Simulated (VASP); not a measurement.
The system is BAs.

```xyz
2
Lattice="0.0000 2.3262 2.3262 2.3262 0.0000 2.3262 2.3262 2.3262 0.0000" Properties=species:S:1:pos:R:3 pbc="T T T"
B     0.0000    0.0000    0.0000
As    3.4892    3.4892    3.4892
```

Base run:

```yaml
Program: VASP 6.6.1
Functional: PBEsol
Potentials_or_basis: VASP PAW PBE potentials, release 64 (B, As_d)
Cutoff: 600 eV
k_mesh: 10 × 10 × 10
Occupations: gaussian, width 0.01 eV
Spin: no spin polarisation
```

Its results: band gap on the k mesh 1.01 eV, indirect (least direct gap 3.35 eV); pressure 11.8 GPa.

The run is repeated on the same cell with these changes: potentials or basis from VASP PAW PBE potentials, release 64 (B, As_d) to VASP PAW PBE potentials, release 64 (B, As); cutoff from 600 eV to 520 eV; further incar settings from ALGO = Normal; EDIFF = 1e-06; NBANDS = 16 to ALGO = Normal; EDIFF = 1e-06; NBANDS = 11; valence electrons from 18 to 8. What comes out?

Band gap on the k mesh 0.99 eV, indirect (least direct gap 3.34 eV); pressure 13.2 GPa.

Caveats: the PAW data sets were made with another functional, which shifts forces and pressure a little.

A k mesh can miss the band edges.
